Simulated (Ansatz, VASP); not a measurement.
## Two plane-wave programs on MgO3

```xyz
8
Lattice="0.0000 0.0000 3.4774 6.0340 0.0000 0.0000 -3.0170 5.2256 0.0000" Properties=species:S:1:pos:R:3 pbc="T T T"
Mg    0.0000    3.4837    0.8694
Mg    3.0170    1.7419    2.6081
O     3.0170    2.8614    0.8694
O    -0.9696    4.0435    2.6081
O     2.0474    1.1821    0.8694
O     0.0000    2.3642    2.6081
O     3.9865    1.1821    0.8694
O     0.9696    4.0435    2.6081
```

Alike in both runs: task single point; functional PBE; k mesh 8 × 6 × 6; occupations gaussian, width 0.1 eV; collinear spin.

|  | VASP | Ansatz |
| --- | --- | --- |
| version | VASP 6.6.1 | Ansatz 0.2.0 |
| potentials or method | VASP PAW PBE potentials, release 64 (Mg, O), cutoff 520 eV | scalar-relativistic, plane waves, PAW |
| valence electrons in the cell | 40 | 56 |

```csv
,VASP,Ansatz,Ansatz less VASP
gap on the k mesh at the Fermi level (eV),none,none,-
pressure (GPa),-0.2,0.0,+0.25
"traceless stress, the component that is largest in VASP (GPa)",-0.30,-0.01,+0.291
rms of the force components (eV/Å),0.013,0.000,-0.0127
net moment per atom (μB),0.50,0.50,0.000
size of the moment on the site where the two differ most (μB),0.57,0.59,+0.023
```

Site moments also hang on the region over which each program counts them. Atom by atom the forces differ by 0.013 eV/Å (rms over components). A gap of «none» marks a metal or a gap that the smearing closes. VASP's potentials hold 40 valence electrons a cell and Ansatz's 56, so a difference there can come from the potentials and not from the codes.
